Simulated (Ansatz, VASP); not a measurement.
**Lu: VASP beside Ansatz**

```
Lu
1.0
     3.51805    0.00000    0.00000
    -1.75903    3.04672    0.00000
     0.00000    0.00000    5.44608
Lu
2
Direct
  0.33333 0.66667 0.25000
  0.66667 0.33333 0.75000
```

Alike in both runs: task electric field gradients; functional r2SCAN; k mesh 12 × 12 × 7; occupations fermi-dirac, width 0.03 eV; no spin polarisation.

|  | VASP | Ansatz |
| --- | --- | --- |
| version | VASP 6.6.1 | Ansatz 0.2.0 |
| potentials or method | VASP PAW PBE potentials, release 64 (Lu) | PAW with Ansatz's default frozen-core files, scalar-relativistic |
| plane-wave cutoff (eV) | 520 | 500 |
| valence electrons in the cell | 50 | 50 |

|  | VASP | Ansatz | Ansatz less VASP |
| --- | --- | --- | --- |
| pressure (GPa) | 0.0 | -0.3 | -0.33 |
| traceless stress, the component that is largest in VASP (GPa) | 0.35 | 0.27 | -0.078 |
| size of Vzz on the site where it differs most (V/Å²) | 84.3 | 75.0 | -9.30 |

VASP's potentials were made for PBE, not for r2SCAN.

Neither program's run includes spin-orbit coupling.
